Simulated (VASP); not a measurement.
Crystal: BN.

```
B N
1.0
     0.00000    3.29286    2.16328
     1.21981    0.00000    2.16328
     1.21981    3.29286    0.00000
B N
1 1
Cartesian
  1.2198 3.2929 -0.0035
  1.2198 3.2929 2.8881
```

This cell differs from its parent crystal: uniaxial x strain -2.5%.

Base run:

| Item | Value |
| --- | --- |
| Program | VASP 6.6.1 |
| Functional | r2SCAN |
| Potentials or basis | VASP PAW PBE potentials, release 64 (B, N) |
| Cutoff | 520 eV |
| k mesh | 12 × 12 × 12 |
| Occupations | gaussian, width 0.01 eV |
| Spin | no spin polarisation |

Its results: band gap on the k mesh 3.98 eV (least direct gap 5.31 eV); pressure 11.1 GPa; largest force 0.004 eV/Å.

Question: The run is repeated on the same cell with these changes: functional from r2SCAN to HSE06; k mesh from 12 × 12 × 12 to 8 × 8 × 8. What comes out?

Answer: Band gap on the k mesh 4.65 eV (least direct gap 6.27 eV); pressure 9.8 GPa; largest force 0.004 eV/Å.

Several settings changed at once.

Caveats: the PAW data sets were made with another functional, which shifts forces and pressure a little; the stress differs along the axes, from 1 to 25 GPa (at least some runs); the stress differs along the axes, from 3 to 23 GPa (at least some runs).

A k mesh can miss the band edges.
